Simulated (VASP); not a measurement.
# Mg12H (a cell with a defect) in VASP: single point with PBEsol

Aim: the single point of Mg12H (a cell with a defect) with PBEsol.

Everything below comes from runs of VASP 6.6.1. Logs are shortened: lines on timing, memory, paths and dates and some standing lists are left out, and cuts for length are marked.

## (1) The cell of the first run

The cell holds a defect, 13 atoms: a = 6.469 Å, b = 9.703 Å, c = 5.253 Å, α = 90.00°, β = 90.00°, γ = 120.00°.

## (2) Single point, PBEsol

Input file INCAR:

```
PREC = Accurate
ENCUT = 520
EDIFF = 1E-6
ISMEAR = -1
SIGMA = 0.1
LREAL = F
LASPH = T
NELM = 100
ALGO = Normal
ISIF = 2
LWAVE = F
LCHARG = F
GGA = PS
NBANDS = 24
```

Input file KPOINTS:

```
Automatic mesh
0
Gamma
  3 2 3
```

Input file POSCAR:

```
Mg12H
1.0
    6.4687800000      0.0000000000      0.0000000000
   -4.8515850000      8.4031920000      0.0000000000
    0.0000000000      0.0000000000      5.2526600000
Mg H
12 1
Direct
    0.1636464092      0.2205395979      0.2424090696
    0.3355379545      0.1117445658      0.7459611296
    0.1649630851      0.5546336380      0.2439257226
    0.3325929949      0.4445306701      0.7443738696
    0.1768951331      0.8932925463      0.2517016986
    0.3325646501      0.7764754760      0.7448898002
    0.6704187150      0.2230347983      0.2473880289
    0.8329034877      0.1105437967      0.7450424494
    0.6617177783      0.5466265997      0.2497024316
    0.8341141912      0.4442647117      0.7452177230
    0.6636148741      0.8939621771      0.2512707497
    0.8322798968      0.7764671636      0.7541577079
    0.8321282700      0.7764311989      0.1464466195
```

Potentials or basis: VASP PAW PBE potentials, release 64 (Mg, H).

Launch:

```bash
$ cat potpaw_PBE.64/Mg/POTCAR potpaw_PBE.64/H/POTCAR > POTCAR
$ mpirun -np 1 vasp_std > vasp.out
```

OUTCAR:

```text
PREC = Accurate
   ENCUT = 520
   EDIFF = 1E-6
   ISMEAR = -1
   LREAL = F
   LASPH = T
   NELM = 100
   ISIF = 2
   GGA = PS

 ion  position               nearest neighbor table
   1  0.164  0.221  0.242-   9 3.19  11 3.20   8 3.20   7 3.20   2 3.21   5 3.22   4 3.22   8 3.23
                             3 3.24   4 3.24   2 3.24   7 3.27
   2  0.336  0.112  0.746-   5 3.18   1 3.21   7 3.22   8 3.22  10 3.23   5 3.23   7 3.23   4 3.24
                             1 3.24   6 3.24   8 3.25  12 3.25
   3  0.165  0.555  0.244-   7 3.21  10 3.21   6 3.22   9 3.22   4 3.22  10 3.22   4 3.22   6 3.22
                             1 3.24   5 3.25   9 3.25  11 3.26
   4  0.333  0.445  0.744-   9 3.19   3 3.22   6 3.22   3 3.22   1 3.22  10 3.22  12 3.23   9 3.23
                             8 3.24   2 3.24   1 3.24  10 3.25
   5  0.177  0.893  0.252-  13 2.01  11 3.15   2 3.18   6 3.19   7 3.20   1 3.22   2 3.23   6 3.24
                             3 3.25  12 3.25  12 3.27  11 3.32   9 3.35
   6  0.333  0.776  0.745-   5 3.19  11 3.19   3 3.22   4 3.22  10 3.22   3 3.22  12 3.23  12 3.24
                             8 3.24  11 3.24   2 3.24   5 3.24
   7  0.670  0.223  0.247-   9 3.17  11 3.17   5 3.20   1 3.20   8 3.21   3 3.21  10 3.21   2 3.22
                             8 3.23  10 3.23   2 3.23   1 3.27
   8  0.833  0.111  0.745-  11 3.17   1 3.20   7 3.21  11 3.22   2 3.22   1 3.23   7 3.23  10 3.23
                             4 3.24   6 3.24  12 3.24   2 3.25
   9  0.662  0.547  0.250-  13 2.01   7 3.17  10 3.18   4 3.19   1 3.19   3 3.22  10 3.22   4 3.23
                            12 3.24   3 3.25  12 3.28   5 3.35  11 3.36
  10  0.834  0.444  0.745-   9 3.18   7 3.21   3 3.21   9 3.22   3 3.22   4 3.22   6 3.22   2 3.23
                             7 3.23  12 3.23   8 3.23   4 3.25
  11  0.664  0.894  0.251-  13 2.01   5 3.15   8 3.17   7 3.17   6 3.19   1 3.20   8 3.22   6 3.24
                            12 3.25   3 3.26  12 3.27   5 3.32   9 3.36
  12  0.832  0.776  0.754-  13 2.06   4 3.23  10 3.23   6 3.23   6 3.24   8 3.24   9 3.24  11 3.25
                             5 3.25   2 3.25   5 3.27  11 3.27   9 3.28
  13  0.832  0.776  0.146-   9 2.01  11 2.01   5 2.01  12 2.06

  LATTYP: Found a simple monoclinic cell.
 ALAT       =     6.4687800000
 B/A-ratio  =     0.8120016448
 C/A-ratio  =     1.3228756985
 COS(beta)  =    -0.1889822304

  Lattice vectors:

 A1 = (   6.4687800000,   0.0000000000,   0.0000000000)
 A2 = (   0.0000000000,   0.0000000000,   5.2526600000)
 A3 = (  -1.6171950000,  -8.4031920000,   0.0000000000)

Analysis of symmetry for initial positions (statically):
=====================================================================
 Subroutine PRICEL returns:
 Original cell was already a primitive cell.

 Routine SETGRP: Setting up the symmetry group for a
 simple monoclinic supercell.

 Subroutine GETGRP returns: Found  1 space group operations
 (whereof  1 operations were pure point group operations)
 out of a pool of  4 trial point group operations.

The static configuration has the point symmetry C_1 .

Analysis of symmetry for dynamics (positions and initial velocities):
=====================================================================
 Subroutine PRICEL returns:
 Original cell was already a primitive cell.

 Routine SETGRP: Setting up the symmetry group for a
 simple monoclinic supercell.

 Subroutine GETGRP returns: Found  1 space group operations
 (whereof  1 operations were pure point group operations)
 out of a pool of  4 trial point group operations.

The dynamic configuration has the point symmetry C_1 .

 Subroutine INISYM returns: Found  1 space group operations
 (whereof  1 operations are pure point group operations),
 and found     1 'primitive' translations

----------------------------------------------------------------------------------------

                                     Primitive cell

  volume of cell :     285.5262

  direct lattice vectors                    reciprocal lattice vectors
     6.468780000  0.000000000  0.000000000     0.154588655  0.089251799  0.000000000
    -4.851585000  8.403192000  0.000000000     0.000000000  0.119002398  0.000000000
     0.000000000  0.000000000  5.252660000     0.000000000  0.000000000  0.190379731

  length of vectors
     6.468780000  9.703170245  5.252660000     0.178503602  0.119002398  0.190379731

  position of ions in fractional coordinates (direct lattice)
     0.163646409  0.220539598  0.242409070
     0.335537954  0.111744566  0.745961130
[... 66 lines left out ...]
 -----------------------------------------------------------------------------

 Subroutine IBZKPT returns following result:
 ===========================================

 Found     10 irreducible k-points:

 Following reciprocal coordinates:
            Coordinates               Weight
  0.000000  0.000000  0.000000      1.000000
  0.333333  0.000000  0.000000      2.000000
  0.000000  0.500000  0.000000      1.000000
  0.333333  0.500000  0.000000      2.000000
  0.000000  0.000000  0.333333      2.000000
  0.333333  0.000000  0.333333      2.000000
 -0.333333  0.000000  0.333333      2.000000
  0.000000  0.500000  0.333333      2.000000
  0.333333  0.500000  0.333333      2.000000
 -0.333333  0.500000  0.333333      2.000000
   k-points           NKPTS =     10   k-points in BZ     NKDIM =     10   number of bands    NBANDS=     24
   number of dos      NEDOS =    301   number of ions     NIONS =     13
   total plane-waves  NPLWV = 138240
   dimension x,y,z NGX =    48 NGY =   72 NGZ =   40
   dimension x,y,z NGXF=    96 NGYF=  144 NGZF=   80
   ions per type =              12   1
   NGX,Y,Z   is equivalent  to a cutoff of  12.34, 12.34, 12.66 a.u.
   NGXF,Y,Z  is equivalent  to a cutoff of  24.67, 24.67, 25.32 a.u.
 SYSTEM =  unknown system
   PREC   = accura    normal or accurate (medium, high low for compatibility)
   ISTART =      0    job   : 0-new  1-cont  2-samecut
   ICHARG =      2    charge: 1-file 2-atom 10-const
   ISPIN  =      1    spin polarized calculation?
   LNONCOLLINEAR =      F non collinear calculations
   LSORBIT =      F    spin-orbit coupling
   LASPH  =      T    aspherical Exc in radial PAW
   ENCUT  =  520.0 eV  38.22 Ry    6.18 a.u.  12.03 18.04  9.77*2*pi/ulx,y,z
   NELM   =    100;   NELMIN=  2; NELMDL= -5     # of ELM steps
   EDIFF  = 0.1E-05   stopping-criterion for ELM
   LREAL  =      F    real-space projection
   EDIFFG = 0.1E-04   stopping-criterion for IOM
   NSW    =      0    number of steps for IOM
   IBRION =     -1    ionic relax: 0-MD 1-quasi-New 2-CG
   NFREE  =      0    steps in history (QN), initial steepest desc. (CG)
   ISIF   =      2    stress and relaxation
   ISYM   =      2    0-nonsym 1-usesym 2-fastsym
   POTIM  = 0.5000    time-step for ionic-motion
   TEBEG  =    0.0;   TEEND  =   0.0 temperature during run
   PSTRESS=    0.0 pullay stress
   NELECT =      25.0000    total number of electrons
   NUPDOWN=      -1.0000    fix difference up-down
   EMIN   =  10.00;   EMAX   =-10.00  energy-range for DOS
   EFERMI =   0.00;   METHOD = LEGACY
   ISMEAR =    -1;   SIGMA  =   0.10  broadening in eV -4-tet -1-fermi 0-gaus
   EFERMI_NEDOS =   21; number of points for ismear=-14 and -15
   IALGO  =     38    algorithm
   IMIX   =      4    mixing-type and parameters
     AMIX     =   0.40;   BMIX     =  1.00
     AMIX_MAG =   1.60;   BMIX_MAG =  1.00
  volume/ion in A,a.u.               =      21.96       148.22
  Fermi-wavevector in a.u.,A,eV,Ry     =   0.726953  1.373741  7.190139  0.528460
  Thomas-Fermi vector in A             =   1.818055
   LORBIT       =      0    0 simple, 1 ext, 2 COOP (PROOUT), +10 PAW based schemes
   GGA     = PS    functional components
   LHFCALC =     F    Hartree Fock is set to
   AEXX    =    0.0000 exact exchange contribution
   IVDW    =     0    specifies the selected vdW correction
   LEPSILON=     F    determine dielectric tensor
   LRPA    =     F    only Hartree local field effects (RPA)
 non-spin polarized calculation
  energy-cutoff  :      520.00
  volume of cell :      285.53
 maximum number of plane-waves:      7693
   NGX = 25   NGY = 37   NGZ = 19

 number of electron      25.0000000 magnetization

 Free energy of the ion-electron system (eV)
  ---------------------------------------------------
  ext. energy  EPLUGINS =         0.00000000
  ---------------------------------------------------
  free energy    TOTEN  =       -23.44673946 eV

  energy without entropy =      -23.19022736  energy(sigma->0) =      -23.31848341

 E-fermi :   2.4636     XC(G=0):  -8.4741

 val. band max:        2.3917155001   @ k =  -0.3333   0.0000   0.3333
 cond. band min:       2.4665001579   @ k =   0.0000   0.0000   0.3333
 fundamental gap:      0.0747846578
 Fermi energy:         2.4635537853

 k-point     1 :       0.0000    0.0000    0.0000
  band No.  band energies     occupation
      1      -4.8903      2.00000
      2      -3.1690      2.00000
      3      -2.2401      2.00000
      4      -1.4059      2.00000
      5      -0.6825      2.00000
      6      -0.1490      2.00000
[... 259 lines left out ...]
     23       6.0890      0.00000
     24       6.1518      0.00000

------------------------ aborting loop because EDIFF is reached ----------------------------------------

  FORCE on cell =-STRESS in cart. coord.  units (eV):
  Direction    XX          YY          ZZ          XY          YZ          ZX
  --------------------------------------------------------------------------------------
  -------------------------------------------------------------------------------------
  Total       -2.9251147     -3.0934704     -1.9983073      0.2775679      0.0155281     -0.0067091
  in kB      -16.4137388    -17.3584359    -11.2131311      1.5575206      0.0871331     -0.0376468
  external PRESSURE =     -14.9951020 kB  Pullay stress =       0.0000000 kB

 VOLUME and BASIS-vectors are now :
 -----------------------------------------------------------------------------
  energy-cutoff  :      520.00
  volume of cell :      285.53
      direct lattice vectors                 reciprocal lattice vectors
     6.468780000  0.000000000  0.000000000     0.154588655  0.089251799  0.000000000
    -4.851585000  8.403192000  0.000000000     0.000000000  0.119002398  0.000000000
     0.000000000  0.000000000  5.252660000     0.000000000  0.000000000  0.190379731

 POSITION                                       TOTAL-FORCE (eV/Angst)
 -----------------------------------------------------------------------------------
     -0.01137      1.85324      1.27329         0.004975      0.001128      0.004604
      1.62838      0.93901      3.91828        -0.001245     -0.000893      0.002118
     -1.62374      4.66069      1.28126         0.008757      0.000751      0.004399
     -0.00521      3.73548      3.90994        -0.001092     -0.010267      0.002646
     -3.18959      7.50651      1.32210         0.002317      0.000261     -0.005739
     -1.61585      6.52487      3.91265         0.002043      0.007852      0.006533
      3.25472      1.87420      1.29945        -0.006313     -0.000408     -0.001025
      4.85156      0.92892      3.91345        -0.001061      0.005103      0.000803
      1.62850      4.59341      1.31160        -0.006161     -0.003163     -0.009158
      3.24031      3.73324      3.91438         0.002246     -0.011557     -0.000214
     -0.04435      7.51214      1.31984        -0.002936     -0.005615     -0.004571
      1.61674      6.52480      3.96133        -0.000057      0.013320     -0.000149
      1.61593      6.52450      0.76923        -0.001472      0.003489     -0.000248
 -----------------------------------------------------------------------------------
    total drift:                               -0.000020     -0.000083      0.000157

  FREE ENERGIE OF THE ION-ELECTRON SYSTEM (eV)
  ---------------------------------------------------
  free  energy   TOTEN  =       -23.4467394573 eV

  energy  without entropy=      -23.1902273593  energy(sigma->0) =      -23.31848341
```

Wall time 45 s (1 thread of Intel Xeon 6975P-C (Granite Rapids), shared host); peak memory 0.35 GiB.

Results:

- Free energy: -23.4467 eV
- Pressure: -1.5 GPa
- Largest force: 0.013 eV/Å
- Band gap on the k mesh: zero (an odd number of electrons rules out a gap without spin polarisation)

Forces in eV/Å, atoms in the order of the input:
```
Mg   0.005  0.001  0.005
Mg  -0.001 -0.001  0.002
Mg   0.009  0.001  0.004
Mg  -0.001 -0.010  0.003
Mg   0.002  0.000 -0.006
Mg   0.002  0.008  0.007
Mg  -0.006  0.000 -0.001
Mg  -0.001  0.005  0.001
Mg  -0.006 -0.003 -0.009
Mg   0.002 -0.012  0.000
Mg  -0.003 -0.006 -0.005
Mg   0.000  0.013  0.000
H   -0.001  0.003  0.000
```

Levels at points of the mesh, in eV from the Fermi level:
```
           k point  band 9  band 10  band 11  band 12  band 13  band 14  band 15  band 16
(0.00, 0.00, 0.00)   -1.49    -0.74    -0.19     0.11     0.29     0.35     0.53     1.46
(0.00, 0.50, 0.00)   -1.46    -1.16    -1.05    -0.75    -0.33    -0.18     1.24     1.77
```

Caveat: the k points lie up to 0.40 Å⁻¹ apart, too coarse for converged energies and pressures of a metal; the PAW data sets were made with another functional, which shifts forces and pressure a little.
